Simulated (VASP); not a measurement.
Input of a VASP 6.6.1 run:

Contents of INCAR:

```
SYSTEM = BiTe
PREC = Accurate
ENCUT = 520
EDIFF = 1E-6
ISMEAR = 0
SIGMA = 0.1
LREAL = .FALSE.
LASPH = .TRUE.
NELM = 80
ALGO = Normal
ISIF = 2
LWAVE = .FALSE.
LCHARG = .FALSE.
LDIPOL = .TRUE.
IDIPOL = 3
DIPOL = 0.5 0.5 0.500
GGA = PE
NBANDS = 40
```

File KPOINTS:

```
regular mesh
0
G
  9 9 1
  0 0 0
```

POSCAR

```
BiTe
1.0
    4.5978826513      0.0000000000      0.0000000000
   -2.2989413256      3.9818831796      0.0000000000
    0.0000000000      0.0000000000     24.3853886607
Bi Te
3 3
Direct
    0.3333333333      0.6666666667      0.3075612246
    0.0000000000      0.0000000000      0.4615122449
    0.6666666667      0.3333333333      0.6154632652
    0.6666666667      0.3333333333      0.3845367348
    0.3333333333      0.6666666667      0.5384877551
    0.0000000000      0.0000000000      0.6924387754
```

Potentials or basis: VASP PAW PBE potentials, release 64 (Bi_d, Te).

Launch:

```console
$ cat potpaw_PBE.64/Bi_d/POTCAR potpaw_PBE.64/Te/POTCAR > POTCAR
$ mpirun -np 1 vasp_std > vasp.out
```

Task: What does it give for the largest force?

Result: 1.156 eV/Å.

Forces in eV/Å, atoms in the order of the input:
```
Bi   0.000  0.000  0.164
Bi   0.000  0.000 -0.131
Bi   0.000  0.000  1.156
Te   0.000  0.000 -0.096
Te   0.000  0.000 -0.163
Te   0.000  0.000 -0.929
```
